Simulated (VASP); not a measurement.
# SiC in VASP: further runs, part 2 of 2

VASP 6.6.1. The steps go on from the part before.

## (4) Single point, PBE (epitaxial xy strain -4.9%)

Contents of INCAR:

```
SYSTEM = SiC
PREC     = Accurate       ! precision mode
ENCUT    = 520            ! plane-wave cutoff, eV
EDIFF    = 1E-6           ! SCF threshold, eV
ISMEAR   = -1             ! smearing method
SIGMA    = 0.02           ! smearing width, eV
LREAL    = .FALSE.        ! projectors in reciprocal space
LASPH    = .TRUE.         ! aspherical terms in the spheres
NELM     = 60             ! most SCF steps
ALGO     = Normal         ! electronic algorithm
ISIF     = 2              ! what is computed and relaxed
LWAVE    = .FALSE.        ! write WAVECAR
LCHARG   = .FALSE.        ! write CHGCAR
GGA      = PE             ! functional
NBANDS   = 11             ! bands
```

Contents of KPOINTS:

```
Automatic mesh
0
G
  10 10 10
  0 0 0
```

Contents of POSCAR:

```
SiC
1.0
    0.0000000000      2.0717633977      2.2435524377
    2.0717633977      0.0000000000      2.2435524377
    2.0717633977      2.0717633977      0.0000000000
Si C
1 1
Direct
    0.0000000000      0.0000000000      0.0000000000
    0.2500000000      0.2500000000      0.2500000000
```

Potentials or basis: VASP PAW PBE potentials, release 64 (Si, C).

Launch:

```bash
$ cat potpaw_PBE.64/Si/POTCAR potpaw_PBE.64/C/POTCAR > POTCAR
$ mpirun -np 1 vasp_std > vasp.out
```

OUTCAR:

```text
SYSTEM = SiC
   PREC = Accurate
   ENCUT = 520
   EDIFF = 1E-6
   ISMEAR = -1
   LREAL = .FALSE.
   LASPH = .TRUE.
   NELM = 60
   ISIF = 2
   GGA = PE

 ion  position               nearest neighbor table
   1  0.000  0.000  0.000-   2 1.85   2 1.85   2 1.85   2 1.85
   2  0.250  0.250  0.250-   1 1.85   1 1.85   1 1.85   1 1.85

  LATTYP: Found a body centered tetragonal cell.
 ALAT       =     2.9299158951
 C/A-ratio  =     1.5314790718

  Lattice vectors:
[... 511 lines left out ...]
      3       5.9602      2.00000
      4       6.7858      2.00000
      5      12.2440      0.00000
      6      15.7425      0.00000
      7      21.0107      0.00000
      8      21.8463      0.00000
      9      23.1034      0.00000
     10      28.1820      0.00000
     11      30.9146      0.00000

 [... further k-points ...]
[... 5 lines left out ...]
  --------------------------------------------------------------------------------------
  -------------------------------------------------------------------------------------
  Total        3.5294485      3.5294485      0.5725378      0.0000000      0.0000000      0.0000000
  in kB      293.6100392    293.6100392     47.6286468      0.0000000      0.0000000      0.0000000
  external PRESSURE =     211.6162417 kB  Pullay stress =       0.0000000 kB

 VOLUME and BASIS-vectors are now :
 -----------------------------------------------------------------------------
  energy-cutoff  :      520.00
  volume of cell :       19.26
      direct lattice vectors                 reciprocal lattice vectors
     0.000000000  2.071763398  2.243552438    -0.241340300  0.241340300  0.222860849
     2.071763398  0.000000000  2.243552438     0.241340300 -0.241340300  0.222860849
     2.071763398  2.071763398  0.000000000     0.241340300  0.241340300 -0.222860849

 POSITION                                       TOTAL-FORCE (eV/Angst)
 -----------------------------------------------------------------------------------
      0.00000      0.00000      0.00000         0.000000      0.000000      0.000000
      1.03588      1.03588      1.12178        -0.000000     -0.000000     -0.000000
 -----------------------------------------------------------------------------------
    total drift:                               -0.000000     -0.000000      0.000000

  FREE ENERGIE OF THE ION-ELECTRON SYSTEM (eV)
  ---------------------------------------------------
  free  energy   TOTEN  =       -14.8764186477 eV

  energy  without entropy=      -14.8764186477  energy(sigma->0) =      -14.87641865
```

stdout:

```text
POSCAR found type information on POSCAR SiC
 POSCAR found :  2 types and       2 ions
 scaLAPACK will be used
 LDA part: xc-table for (Slater+PW92), standard interpolation
 POSCAR, INCAR and KPOINTS ok, starting setup
 FFT: planning ... GRIDC
 FFT: planning ... GRID_SOFT
 FFT: planning ... GRID
 WAVECAR not read
 entering main loop
```

It took 29 s on 1 thread of AMD EPYC 7R13, shared host; peak memory 0.12 GiB.

Results:

```yaml
Free_energy: -14.8764 eV
Pressure: 21.2 GPa
Band_gap_on_the_k_mesh: 0.83 eV, indirect (least direct gap 4.53 eV)
```

Stress tensor (GPa, compression positive):
```
29.36  0.00  0.00
 0.00 29.36  0.00
 0.00  0.00  4.76
```

Levels at points of the mesh, in eV from the valence-band top:
| k point | band 2 | band 3 | band 4 | band 5 | band 6 | band 7 |
| --- | --- | --- | --- | --- | --- | --- |
| (0.00, 0.00, 0.00) | -0.65 | -0.02 | -0.02 | 6.78 | 7.55 | 7.55 |
| (0.50, 0.00, 0.00) | -9.18 | -1.85 | -0.76 | 5.08 | 7.44 | 7.96 |
| (0.50, 0.50, 0.00) | -8.96 | -2.93 | -2.93 | 1.59 | 5.28 | 14.58 |
| (0.50, 0.00, 0.50) | -7.91 | -3.91 | -3.76 | 0.83 | 3.87 | 13.07 |

Caveat: the cell differs from its parent crystal (epitaxial xy strain -4.9%).

## (5) Single point, PBE (uniaxial z strain -2.3%)

Contents of INCAR:

```
SYSTEM = SiC
  PREC = Accurate
  ENCUT = 520
  EDIFF = 1E-6
  ISMEAR = -1
  SIGMA = 0.02
  LREAL = .FALSE.
  LASPH = .TRUE.
  NELM = 100
  ALGO = Normal
  ISIF = 2
  LWAVE = .FALSE.
  LCHARG = .FALSE.
  GGA = PE
  NBANDS = 11
```

Contents of KPOINTS:

```
regular mesh
0
G
  10 10 10
  0 0 0
```

Contents of POSCAR:

```
SiC
1.0
    0.0000000000      2.1780523525      2.1283927589
    2.1780523525      0.0000000000      2.1283927589
    2.1780523525      2.1780523525      0.0000000000
Si C
1 1
Direct
    0.0000000000      0.0000000000      0.0000000000
    0.2500000000      0.2500000000      0.2500000000
```

Potentials or basis: VASP PAW PBE potentials, release 64 (Si, C).

Launch:

```bash
$ cat potpaw_PBE.64/Si/POTCAR potpaw_PBE.64/C/POTCAR > POTCAR
$ mpirun -np 1 vasp_std > vasp.out
```

OUTCAR:

```text
SYSTEM = SiC
   PREC = Accurate
   ENCUT = 520
   EDIFF = 1E-6
   ISMEAR = -1
   LREAL = .FALSE.
   LASPH = .TRUE.
   NELM = 100
   ISIF = 2
   GGA = PE

 ion  position               nearest neighbor table
   1  0.000  0.000  0.000-   2 1.87   2 1.87   2 1.87   2 1.87
   2  0.250  0.250  0.250-   1 1.87   1 1.87   1 1.87   1 1.87

  LATTYP: Found a body centered tetragonal cell.
 ALAT       =     3.0802311765
 C/A-ratio  =     1.3819694932

  Lattice vectors:
[... 511 lines left out ...]
      3       5.1270      2.00000
      4       5.5714      2.00000
      5      11.1861      0.00000
      6      13.8757      0.00000
      7      20.3015      0.00000
      8      20.4586      0.00000
      9      22.6144      0.00000
     10      26.5538      0.00000
     11      30.1043      0.00000

 [... further k-points ...]
[... 5 lines left out ...]
  --------------------------------------------------------------------------------------
  -------------------------------------------------------------------------------------
  Total        0.8858172      0.8858172      1.5980242      0.0000000     -0.0000000      0.0000000
  in kB       70.2807315     70.2807315    126.7872365      0.0000000     -0.0000000      0.0000000
  external PRESSURE =      89.1162332 kB  Pullay stress =       0.0000000 kB

 VOLUME and BASIS-vectors are now :
 -----------------------------------------------------------------------------
  energy-cutoff  :      520.00
  volume of cell :       20.19
      direct lattice vectors                 reciprocal lattice vectors
     0.000000000  2.178052352  2.128392759    -0.229562893  0.229562893  0.234919048
     2.178052352  0.000000000  2.128392759     0.229562893 -0.229562893  0.234919048
     2.178052352  2.178052352  0.000000000     0.229562893  0.229562893 -0.234919048

 POSITION                                       TOTAL-FORCE (eV/Angst)
 -----------------------------------------------------------------------------------
      0.00000      0.00000      0.00000        -0.000000     -0.000000      0.000000
      1.08903      1.08903      1.06420         0.000000      0.000000      0.000000
 -----------------------------------------------------------------------------------
    total drift:                                0.000000      0.000000     -0.000000

  FREE ENERGIE OF THE ION-ELECTRON SYSTEM (eV)
  ---------------------------------------------------
  free  energy   TOTEN  =       -15.0332635298 eV

  energy  without entropy=      -15.0332635298  energy(sigma->0) =      -15.03326353
```

stdout:

```text
POSCAR found type information on POSCAR SiC
 POSCAR found :  2 types and       2 ions
 scaLAPACK will be used
 LDA part: xc-table for (Slater+PW92), standard interpolation
 POSCAR, INCAR and KPOINTS ok, starting setup
 FFT: planning ... GRIDC
 FFT: planning ... GRID_SOFT
 FFT: planning ... GRID
 WAVECAR not read
 entering main loop
```

Wall time 26 s (1 thread of AMD EPYC 7R13, shared host); peak memory 0.12 GiB.

Results:

| Property | Result |
| --- | --- |
| Free energy | -15.0333 eV |
| Pressure | 8.9 GPa |
| Band gap on the k mesh | 1.09 eV, indirect (least direct gap 4.54 eV) |

Caveat: the cell differs from its parent crystal (uniaxial z strain -2.3%).

## (6) Summary

| level | cell | smearing | gap on the mesh (eV) | pressure (GPa) |
| --- | --- | --- | --- | --- |
| PBE | a = 3.118 Å, angles 60.0°, 2 atoms | fermi-dirac 0.02 eV | 1.39 | -4.2 |
| r2SCAN | a = 3.118 Å, angles 60.0°, 2 atoms | gaussian 0.01 eV | 1.75 | -7.8 |
| PBE | a = 3.054, b = 3.054, c = 2.930 Å, angles 61.3, 61.3, 57.3°, 2 atoms | fermi-dirac 0.02 eV | 0.83 | 21.2 |
| PBE | a = 3.045, b = 3.045, c = 3.080 Å, angles 59.6, 59.6, 60.8°, 2 atoms | fermi-dirac 0.02 eV | 1.09 | 8.9 |

Alike in all rows: task single point; potentials or basis VASP PAW PBE potentials, release 64 (Si, C); no spin polarisation; k mesh 10 × 10 × 10; cutoff (eV) 520.

Caveats: the PAW data sets were made with another functional, which shifts forces and pressure a little (some runs).

Total energies depend on the potentials used, so only differences within one code and one set of settings carry meaning.
